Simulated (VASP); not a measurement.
# In (I4/mmm) in VASP: single point with PBE

Aim: the single point of In with PBE.

Everything below comes from runs of VASP 6.6.1. Logs are shortened: lines on timing, memory, paths and dates and some standing lists are left out, and cuts for length are marked.

### 1 The cell of the first run

The structure is tetragonal, space group I4/mmm (No. 139). The conventional cell has a = 3.155 Å, b = 3.155 Å, c = 4.189 Å, α = 90.00°, β = 90.00°, γ = 90.00°. In (site symmetry 4/mmm) has 12 In at 3.06 to 3.16 Å within 4.0 Å.

### 2 Single point, PBE, collinear spin, zero start

The input, INCAR:

```
  ALGO = Normal
  EDIFF = 1E-6
  ENCUT = 520
  GGA = PE
  ISIF = 2
  ISMEAR = -1
  ISPIN = 2
  ISYM = 0
  LASPH = True
  LCHARG = False
  LORBIT = 11
  LREAL = False
  LWAVE = False
  MAGMOM = 0
  NBANDS = 16
  NELM = 150
  PREC = Accurate
  SIGMA = 0.0624
```

The input, KPOINTS:

```
k-points
0
Gamma
  10 10 10
```

The input, POSCAR:

```
In
1.0
   -1.5776112089      1.5776102453      2.0945169540
    1.5776104787     -1.5776110642      2.0945170122
    1.5776083146      1.5776081698     -2.0945174919
In
1
Direct
    0.0000000000      0.0000000000      0.0000000000
```

Potentials or basis: VASP PAW PBE potentials, release 64 (In_d).

Command:

```console
> cat potpaw_PBE.64/In_d/POTCAR > POTCAR
> mpirun -np 1 vasp_std > vasp.out
```

OUTCAR:

```text
EDIFF = 1E-6
   ENCUT = 520
   GGA = PE
   ISIF = 2
   ISMEAR = -1
   ISPIN = 2
   ISYM = 0
   LASPH = True
   LORBIT = 11
   LREAL = False
   NELM = 150
   PREC = Accurate

 ion  position               nearest neighbor table
   1  0.000  0.000  0.000-

IMPORTANT INFORMATION: All symmetrisations will be switched off!
NOSYMM: (Re-)initialisation of all symmetry stuff for point group C_1.

----------------------------------------------------------------------------------------

                                     Primitive cell

  volume of cell :      20.8518

  direct lattice vectors                    reciprocal lattice vectors
    -1.577611209  1.577610245  2.094516954     0.000000327  0.316935311  0.238718585
     1.577610479 -1.577611064  2.094517012     0.316935268  0.000000331  0.238718578
     1.577608315  1.577608170 -2.094517492     0.316935523  0.316935561  0.000000117

  length of vectors
     3.060181773  3.060181858  3.060179579     0.396780234  0.396780196  0.448214541

  position of ions in fractional coordinates (direct lattice)
     0.000000000  0.000000000  0.000000000

  ion indices of the primitive-cell ions
   primitive index   ion index
                 1           1

----------------------------------------------------------------------------------------

 KPOINTS: k-points

Automatic generation of k-mesh.
 Grid dimensions read from file:
 generate k-points for:   10   10   10

 Generating k-lattice:

  Cartesian coordinates                     Fractional coordinates (reciprocal lattice)
     0.000000033  0.031693531  0.023871858     0.100000000  0.000000000  0.000000000
     0.031693527  0.000000033  0.023871858     0.000000000  0.100000000  0.000000000
     0.031693552  0.031693556  0.000000012    -0.000000000  0.000000000  0.100000000

  Length of vectors
     0.039678023  0.039678020  0.044821454

  Shift w.r.t. Gamma in fractional coordinates (k-lattice)
     0.000000000  0.000000000  0.000000000

 Subroutine IBZKPT returns following result:
 ===========================================

 Found    504 irreducible k-points:

 Following reciprocal coordinates:
            Coordinates               Weight
  0.000000  0.000000  0.000000      1.000000
  0.100000 -0.000000  0.000000      2.000000
  0.000000  0.100000 -0.000000      2.000000
  0.000000  0.100000 -0.100000      2.000000
  0.100000 -0.000000 -0.100000      2.000000
  0.200000 -0.000000  0.000000      2.000000
[... 16 lines left out ...]
  0.000000  0.200000 -0.100000      2.000000
  0.100000  0.100000 -0.200000      2.000000
 [... further k-points ...]
[... 29 lines left out ...]
   NELECT =      13.0000    total number of electrons
   NUPDOWN=      -1.0000    fix difference up-down
   EMIN   =  10.00;   EMAX   =-10.00  energy-range for DOS
   EFERMI =   0.00;   METHOD = LEGACY
   ISMEAR =    -1;   SIGMA  =   0.06  broadening in eV -4-tet -1-fermi 0-gaus
   EFERMI_NEDOS =   21; number of points for ismear=-14 and -15
   IALGO  =     38    algorithm
   IMIX   =      4    mixing-type and parameters
     AMIX     =   0.40;   BMIX     =  1.00
     AMIX_MAG =   1.60;   BMIX_MAG =  1.00
  volume/ion in A,a.u.               =      20.85       140.71
  Fermi-wavevector in a.u.,A,eV,Ry     =   1.398540  2.642858 26.611843  1.955915
  Thomas-Fermi vector in A             =   2.521688
   LORBIT       =     11    0 simple, 1 ext, 2 COOP (PROOUT), +10 PAW based schemes
   GGA     = PE    functional components
   LHFCALC =     F    Hartree Fock is set to
   AEXX    =    0.0000 exact exchange contribution
   IVDW    =     0    specifies the selected vdW correction
   LEPSILON=     F    determine dielectric tensor
   LRPA    =     F    only Hartree local field effects (RPA)
 spin polarized calculation
  energy-cutoff  :      520.00
  volume of cell :       20.85
 maximum number of plane-waves:       572
   NGX = 11   NGY = 11   NGZ = 11

 number of electron      12.9999999 magnetization      -0.0000001

 number of electron      12.9999999 magnetization       0.0000002

 Free energy of the ion-electron system (eV)
  ---------------------------------------------------
  ext. energy  EPLUGINS =         0.00000000
  ---------------------------------------------------
  free energy    TOTEN  =        -2.26440468 eV

  energy without entropy =       -2.26236792  energy(sigma->0) =       -2.26338630

 E-fermi :  10.5431     XC(G=0): -11.3791

 val. band max:       10.4180861222   @ k =   0.5000  -0.3000   0.3000
 cond. band min:      10.6213601352   @ k =   0.3000   0.3000   0.4000
 fundamental gap:      0.2032740131
 Fermi energy:        10.5431174377

 spin component 1

 k-point     1 :       0.0000    0.0000    0.0000
  band No.  band energies     occupation
      1      -4.6048      1.00000
      2      -4.6048      1.00000
      3      -4.4682      1.00000
      4      -4.3231      1.00000
      5      -4.1813      1.00000
      6      -0.8713      1.00000
[... 435 lines left out ...]
      5      -4.2080      1.00000
      6      -0.1469      1.00000
[... 8 lines left out ...]
     15      30.0467      0.00000
     16      31.8665      0.00000

 [... further k-points ...]

 spin component 2

 k-point     1 :       0.0000    0.0000    0.0000
  band No.  band energies     occupation
      1      -4.6048      1.00000
      2      -4.6048      1.00000
      3      -4.4682      1.00000
      4      -4.3231      1.00000
      5      -4.1813      1.00000
      6      -0.8713      1.00000
[... 435 lines left out ...]
      5      -4.2080      1.00000
      6      -0.1469      1.00000
[... 8 lines left out ...]
     15      30.0467      0.00000
     16      31.8665      0.00000

 [... further k-points ...]
[... 5 lines left out ...]
  --------------------------------------------------------------------------------------
  -------------------------------------------------------------------------------------
  Total        2.5968214      2.5968256      2.5984945      0.0000101     -0.0000007     -0.0000013
  in kB      199.5307646    199.5310861    199.6593246      0.0007772     -0.0000533     -0.0000997
  external PRESSURE =     199.5737251 kB  Pullay stress =       0.0000000 kB

 VOLUME and BASIS-vectors are now :
 -----------------------------------------------------------------------------
  energy-cutoff  :      520.00
  volume of cell :       20.85
      direct lattice vectors                 reciprocal lattice vectors
    -1.577611209  1.577610245  2.094516954     0.000000327  0.316935311  0.238718585
     1.577610479 -1.577611064  2.094517012     0.316935268  0.000000331  0.238718578
     1.577608315  1.577608170 -2.094517492     0.316935523  0.316935561  0.000000117

 POSITION                                       TOTAL-FORCE (eV/Angst)
 -----------------------------------------------------------------------------------
      0.00000      0.00000      0.00000        -0.000001     -0.000000     -0.000000
 -----------------------------------------------------------------------------------
    total drift:                               -0.000001     -0.000000     -0.000000

  FREE ENERGIE OF THE ION-ELECTRON SYSTEM (eV)
  ---------------------------------------------------
  free  energy   TOTEN  =        -2.2644046840 eV

  energy  without entropy=       -2.2623679193  energy(sigma->0) =       -2.26338630

 total charge

# of ion       s       p       d       tot
------------------------------------------
    1        0.990   0.654   9.877  11.521

 magnetization (x)

# of ion       s       p       d       tot
------------------------------------------
    1        0.000   0.000   0.000   0.000
```

OSZICAR:

```text
N       E                     dE             d eps       ncg     rms          rms(c)
DAV:   1     0.820134793414E+02    0.82013E+02   -0.56431E+03 33904   0.111E+03
DAV:   2     0.232713890691E+01   -0.79686E+02   -0.75203E+02 37488   0.272E+02
DAV:   3    -0.223058452524E+01   -0.45577E+01   -0.45472E+01 40744   0.550E+01
DAV:   4    -0.231391338625E+01   -0.83329E-01   -0.83313E-01 40544   0.727E+00
DAV:   5    -0.231739545101E+01   -0.34821E-02   -0.34820E-02 46344   0.137E+00    0.378E+00
DAV:   6    -0.227559015176E+01    0.41805E-01   -0.42585E-02 44424   0.405E+00    0.187E+00
DAV:   7    -0.226526709172E+01    0.10323E-01   -0.13453E-02 51576   0.213E+00    0.365E-01
DAV:   8    -0.226439560341E+01    0.87149E-03   -0.12053E-03 42504   0.480E-01    0.362E-02
DAV:   9    -0.226440302774E+01   -0.74243E-05   -0.25542E-05 47744   0.513E-02    0.213E-02
DAV:  10    -0.226440444060E+01   -0.14129E-05   -0.94499E-07 35296   0.114E-02    0.106E-02
DAV:  11    -0.226440468400E+01   -0.24341E-06   -0.48529E-07 25112   0.686E-03
   1 F= -.22644047E+01 E0= -.22633863E+01  d E =-.203676E-02  mag=    -0.0000
```

stdout:

```text
POSCAR found type information on POSCAR In
 POSCAR found :  1 types and       1 ions
 scaLAPACK will be used
 LDA part: xc-table for (Slater+PW92), standard interpolation
 POSCAR, INCAR and KPOINTS ok, starting setup
 FFT: planning ... GRIDC
 FFT: planning ... GRID_SOFT
 FFT: planning ... GRID
 WAVECAR not read
 entering main loop
```

It took 12 min on 1 thread of AMD EPYC 7R13, shared host; peak memory 0.31 GiB.

Results:

```
Free energy                                           : -2.2644 eV
Pressure                                              : 20.0 GPa
Net moment                                            : 0.00 μB per cell
Valence electrons inside the program's atomic spheres : In 11.52
```

Levels at points of the mesh, in eV from the Fermi level:
Spin up:
| k point | band 4 | band 5 | band 6 | band 7 | band 8 | band 9 |
| --- | --- | --- | --- | --- | --- | --- |
| (0.00, 0.00, 0.00) | -14.87 | -14.72 | -11.41 | 11.82 | 12.51 | 12.61 |
| (0.50, 0.00, 0.00) | -14.55 | -14.49 | -4.59 | -4.51 | 9.30 | 10.03 |
| (0.00, 0.50, 0.00) | -14.55 | -14.49 | -4.59 | -4.51 | 9.30 | 10.03 |
| (0.00, 0.50, 0.50) | -14.55 | -14.49 | -4.59 | -4.51 | 9.30 | 10.03 |
| (0.50, 0.00, 0.50) | -14.55 | -14.49 | -4.59 | -4.51 | 9.30 | 10.03 |
| (0.50, 0.50, 0.00) | -14.51 | -14.41 | -3.40 | -2.15 | 4.66 | 4.95 |
| (0.00, 0.00, 0.50) | -14.51 | -14.41 | -3.40 | -2.15 | 4.66 | 4.95 |
| (0.50, 0.50, 0.50) | -14.44 | -14.44 | -2.56 | -0.76 | 3.75 | 3.75 |
Spin down:
| k point | band 3 | band 4 | band 5 | band 6 | band 7 | band 8 | band 9 | band 10 |
| --- | --- | --- | --- | --- | --- | --- | --- | --- |
| (0.00, 0.00, 0.00) | -15.01 | -14.87 | -14.72 | -11.41 | 11.82 | 12.51 | 12.61 | 12.61 |
| (0.50, 0.00, 0.00) | -15.03 | -14.55 | -14.49 | -4.59 | -4.51 | 9.30 | 10.03 | 11.84 |
| (0.00, 0.50, 0.00) | -15.03 | -14.55 | -14.49 | -4.59 | -4.51 | 9.30 | 10.03 | 11.84 |
| (0.00, 0.50, 0.50) | -15.03 | -14.55 | -14.49 | -4.59 | -4.51 | 9.30 | 10.03 | 11.84 |
| (0.50, 0.00, 0.50) | -15.03 | -14.55 | -14.49 | -4.59 | -4.51 | 9.30 | 10.03 | 11.84 |
| (0.50, 0.50, 0.00) | -14.54 | -14.51 | -14.41 | -3.40 | -2.15 | 4.66 | 4.95 | 8.81 |
| (0.00, 0.00, 0.50) | -14.54 | -14.51 | -14.41 | -3.40 | -2.15 | 4.66 | 4.95 | 8.81 |
| (0.50, 0.50, 0.50) | -14.54 | -14.44 | -14.44 | -2.56 | -0.76 | 3.75 | 3.75 | 7.88 |

Caveat: spin-orbit coupling is left out, which moves the levels of the heavy elements.
